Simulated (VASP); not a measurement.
Wanted: the native input for a VASP 6.6.1 run.

```
Task                   : single point
Functional             : LDA
Potentials or basis    : VASP PAW LDA potentials, release 64 (Mg, I)
Cutoff                 : 520 eV
k mesh                 : 6 × 6 × 4
Occupations            : gaussian, width 0.05 eV
Spin                   : no spin polarisation
Dipole correction      : no
Further INCAR settings : ALGO = Normal; EDIFF = 1e-06; NBANDS = 15
```

The structure of MgI2 lies in POSCAR:

```
MgI2
1.0
    4.1537001214      0.0000000000      0.0000000000
   -2.0768500607      3.5972098248      0.0000000000
    0.0000000000      0.0000000000      6.8620000000
Mg I
1 2
Direct
    0.0000000000      0.0000000000      0.0000000000
    0.4146214472      0.7073107236      0.6985245995
    0.7479547805      0.3739773903      0.1832645995
```

This cell differs from its parent crystal: all I atoms moved -0.500 Å, as atom 2 towards its neighbour atom 3 (I) at 4.101 Å.

The input as run:

INCAR

```
SYSTEM = MgI2
  PREC = Accurate
  ENCUT = 520
  EDIFF = 1E-6
  ISMEAR = 0
  SIGMA = 0.05
  LREAL = .FALSE.
  LASPH = .TRUE.
  NELM = 60
  ALGO = Normal
  ISIF = 2
  LWAVE = .FALSE.
  LCHARG = .FALSE.
  GGA = CA
  NBANDS = 15
```

KPOINTS

```
regular mesh
0
G
  6 6 4
  0 0 0
```

Potentials or basis: VASP PAW LDA potentials, release 64 (Mg, I).

Command:

```sh
$ cat potpaw_LDA.64/Mg/POTCAR potpaw_LDA.64/I/POTCAR > POTCAR
$ mpirun -np 1 vasp_std > vasp.out
```

It gave:

- Pressure: 0.5 GPa
- Largest force: 2.400 eV/Å
- Band gap on the k mesh: 2.26 eV, direct

Caveat: the cell differs from its parent crystal (all I atoms moved -0.500 Å, as atom 2 towards its neighbour atom 3 (I) at 4.101 Å); spin-orbit coupling is left out, which moves the levels of the heavy elements; forces of over 1 eV/Å act on the atoms, so gaps and moduli don't describe the material at rest.

Wall time 41 s on 1 thread of Intel(R) Xeon(R) Platinum 8488C (Sapphire Rapids) (shared host), peak memory 0.23 GiB.
